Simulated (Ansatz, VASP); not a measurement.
Two plane-wave programs on GaMo

```
Ga Mo
1.0
     1.43251    0.82706    4.41412
    -1.43251    0.82706    4.41412
     0.00000   -1.65412    4.41412
Ga Mo
1 1
Direct
  0.50000 0.50000 0.50000
  0.00000 0.00000 0.00000
```

Alike in both runs: functional PBE; k mesh 7 × 7 × 7; occupations gaussian, width 0.2 eV; no spin polarisation.

Ansatz relaxed the structure, and its values are those at the end. VASP's run is a single point on that final structure, the one shown.

```csv
,VASP,Ansatz
version,VASP 6.6.1,Ansatz 0.2.0
potentials or method,"VASP PAW PBE potentials, release 64 (Ga_d, Mo_sv), cutoff 520 eV","scalar-relativistic, plane waves, PAW"
valence electrons in the cell,27,27
```

|  | VASP | Ansatz | Ansatz less VASP |
| --- | --- | --- | --- |
| gap on the k mesh at the Fermi level (eV) | none | none | - |
| pressure (GPa) | 0.4 | 0.1 | -0.38 |

A gap of «none» marks a metal or a gap that the smearing closes. With one functional, cell and mesh, what is left measures potentials, basis and numerics.

The k mesh is coarse, so the values compare programs but aren't converged.
